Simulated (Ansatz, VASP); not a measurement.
**Two plane-wave programs on Pt**

The input POSCAR:

```
Pt
1.0
    0.0000000000      1.9715751809      1.9715751809
    1.9715751809      0.0000000000      1.9715751809
    1.9715751809      1.9715751809      0.0000000000
Pt
1
Direct
    0.0000000000      0.0000000000      0.0000000000
```

Contents of INCAR.step1:

```
  ALGO = Normal
  EDIFF = 1E-4
  ENCUT = 520
  GGA = PE
  ISMEAR = 0
  LASPH = True
  LCHARG = False
  LREAL = False
  LWAVE = True
  NBANDS = 11
  NELM = 100
  PREC = Accurate
  SIGMA = 0.1
```

File INCAR.step2:

```
  ALGO = Normal
  EDIFF = 1E-7
  ENCUT = 520
  ISIF = 2
  ISMEAR = 0
  ISTART = 1
  LASPH = True
  LCHARG = False
  LMIXTAU = True
  LREAL = False
  LWAVE = False
  METAGGA = R2SCAN
  NBANDS = 11
  NELM = 100
  PREC = Accurate
  SIGMA = 0.1
```

Contents of KPOINTS:

```
k-points
0
Gamma
  8 8 8
```

Input for Ansatz:

```yaml
crystal:
  lattice:
    - [0.0, 1.9715751809, 1.9715751809]
    - [1.9715751809, 0.0, 1.9715751809]
    - [1.9715751809, 1.9715751809, 0.0]
  atoms:
    - { symbol: Pt, position: [0.0, 0.0, 0.0] }
basis:
  ecutwfc: 500
kpoints:
  mp_grid: { grid: [8, 8, 8] }
hamiltonian:
  xc: r2scan
scf:
  occupations: { method: gaussian, width: 0.1 }
output:
  forces: true
  stress: true
  eigenvalues: true
```

Alike in both runs: task single point; functional r2SCAN; k mesh 8 × 8 × 8; occupations gaussian, width 0.1 eV; no spin polarisation.

|  | VASP | Ansatz |
| --- | --- | --- |
| version | VASP 6.6.1 | Ansatz 0.2.0 |
| potentials or method | VASP PAW PBE potentials, release 64 (Pt), cutoff 520 eV | scalar-relativistic, plane waves, PAW |
| valence electrons in the cell | 10 | 18 |

Ansatz gave:

```
gap on the k mesh at the Fermi level (eV) : none
pressure (GPa)                            : -1.3
```

Task: Which values does VASP return?

Result: gap on the k mesh at the Fermi level (eV): none; pressure (GPa): -0.7.

VASP's potentials were made for PBE, not for r2SCAN. A gap of «none» marks a metal or a gap that the smearing closes. VASP's potentials hold 10 valence electrons a cell and Ansatz's 18, so a difference there can come from the potentials and not from the codes.

Neither program's run includes spin-orbit coupling.
